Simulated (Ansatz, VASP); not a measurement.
Li2Pt in VASP and in Ansatz

INCAR

```
SYSTEM = Li2Pt
ALGO = Normal ; EDIFF = 1E-8
ENCUT = 520 ; GGA = CA
ISIF = 2 ; ISMEAR = -1
LASPH = .True. ; LCHARG = .False.
LEFG = .True. ; LREAL = .False.
LWAVE = .False. ; NBANDS = 15
NELM = 60 ; PREC = Accurate
SIGMA = 0.03
```

File KPOINTS:

```
k-points
0
Gamma
  9 9 12
  0 0 0
```

The input POSCAR:

```
Li2Pt
1.0
    4.1859989866      0.0000000000      0.0000000000
   -2.0929994933      3.6251814627      0.0000000000
    0.0000000000      0.0000000000      2.6610000000
Li Pt
2 1
Direct
    0.3333333333      0.6666666667      0.5000000000
    0.6666666667      0.3333333333      0.5000000000
    0.0000000000      0.0000000000      0.0000000000
```

Input for Ansatz:

```yaml
crystal:
  lattice:
    - [4.1859989866, 0.0, 0.0]
    - [-2.0929994933, 3.6251814627, 0.0]
    - [0.0, 0.0, 2.661]
  atoms:
    - { symbol: Li, position: [0.3333333333, 0.6666666667, 0.5] }
    - { symbol: Li, position: [0.6666666667, 0.3333333333, 0.5] }
    - { symbol: Pt, position: [0.0, 0.0, 0.0] }
kpoints:
  mp_grid: { grid: [9, 9, 12] }
  band_path:
    path:
      - [0.0, 0.0, 0.0]
      - [0.5, 0.0, 0.0]
      - [0.3333333333, 0.3333333333, 0.0]
      - [0.0, 0.0, 0.0]
      - [0.0, 0.0, 0.5]
      - [0.5, 0.0, 0.5]
      - [0.3333333333, 0.3333333333, 0.5]
      - [0.0, 0.0, 0.5]
      - [0.5, 0.0, 0.5]
    npoints: 14
scf:
  occupations: { method: fermi_dirac, width: 0.03 }
hamiltonian:
  xc: lda
  pseudopotentials: { kind: paw }
output:
  forces: true
  stress: true
  eigenvalues: true
  efg: { contact_densities: true }
  populations: true
  bader: true
  dos: { projected: true, de: 0.2, e_range: [-14, 8] }
  write_density: true
  write_potential: true
  elf: true
  volumetric_format: npy
```

Alike in both runs: task electric field gradients; functional LDA; k mesh 9 × 9 × 12; occupations fermi-dirac, width 0.03 eV; no spin polarisation.

```csv
,VASP,Ansatz
version,VASP 6.6.1,Ansatz 0.2.0
potentials or method,"VASP PAW LDA potentials, release 64 (Li_sv, Pt)","PAW with Ansatz's default frozen-core files, scalar-relativistic"
plane-wave cutoff (eV),520,420
valence electrons in the cell,16,24
```

|  | VASP | Ansatz | Ansatz less VASP |
| --- | --- | --- | --- |
| size of Vzz on the site where it differs most (V/Å²) | 311.2 | 234.1 | -77.03 |

LDA's correlation is that of Perdew and Zunger in VASP and of Perdew and Wang (1992) in Ansatz. VASP's potentials hold 16 valence electrons a cell and Ansatz's 24, so a difference there can come from the potentials and not from the codes.

Neither program's run includes spin-orbit coupling. Noted on VASP's run: the cutoff is under 1.25 times that of the potentials, so the pressure is a little rough.
